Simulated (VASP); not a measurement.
Here is a VASP 6.6.1 calculation.

The input INCAR:

```
SYSTEM = Sb
  PREC = Accurate
  ENCUT = 520
  EDIFF = 1E-6
  ISMEAR = -1
  SIGMA = 0.05
  LREAL = .FALSE.
  LASPH = .TRUE.
  NELM = 80
  ALGO = Normal
  ISIF = 2
  LWAVE = .FALSE.
  LCHARG = .FALSE.
  GGA = PE
  NBANDS = 8
```

File KPOINTS:

```
Automatic mesh
0
G
  13 13 13
  0 0 0
```

POSCAR

```
Sb
1.0
    3.1600000000      0.0000000000      0.0000000000
    0.0000000000      3.1600000000      0.0000000000
    0.0000000000      0.0000000000      3.1600000000
Sb
1
Direct
    0.0000000000      0.0000000000      0.0000000000
```

Potentials or basis: VASP PAW PBE potentials, release 64 (Sb).

The run is started by

```console
$ cat potpaw_PBE.64/Sb/POTCAR > POTCAR
$ mpirun -np 1 vasp_std > vasp.out
```

Predict the band gap on the k mesh.

zero (an odd number of electrons rules out a gap without spin polarisation).

Predict the pressure.

-2.5 GPa.

Caveat: spin-orbit coupling is left out, which moves the levels of the heavy elements.
